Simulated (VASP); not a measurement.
Crystal: MnSb.

```
CELL_PARAMETERS angstrom
4.15700 0.00000 0.00000
-2.07850 3.60007 0.00000
0.00000 0.00000 11.53000
ATOMIC_POSITIONS crystal
Sb 0.33333 0.66667 0.12500
Sb 0.33333 0.66667 0.62500
Sb 0.66667 0.33333 0.37500
Sb 0.66667 0.33333 0.87500
Mn 0.00000 0.00000 0.00000
Mn 0.00000 0.00000 0.50000
Mn 0.00000 0.00000 0.25000
Mn 0.00000 0.00000 0.75000
```

Base run:

- Program: VASP 6.6.1
- Functional: LDA
- Potentials or basis: VASP PAW LDA potentials, release 64 (Sb, Mn_pv)
- Cutoff: 520 eV
- k mesh: 7 × 7 × 2
- Occupations: fermi-dirac, width 0.1 eV
- Spin: collinear spin, antiferromagnetic start
- Starting moments: [0.0, 0.0, 0.0, 0.0, 4.5, 4.5, -4.5, -4.5] μB

Its results: pressure -11.9 GPa; net moment 0.00 μB per cell; site moments Sb +0.00; Mn +3.07, -3.07 μB.

Question: The run is repeated on the same cell with these changes: spin from collinear spin, antiferromagnetic start to collinear spin, ferromagnetic start; moments at the start from [0.0, 0.0, 0.0, 0.0, 4.5, 4.5, -4.5, -4. to [0.0, 0.0, 0.0, 0.0, 4.5, 4.5, 4.5, 4.5]. What comes out?

Answer: Pressure -11.3 GPa; net moment 12.69 μB per cell; site moments Sb -0.10; Mn +3.17 μB.
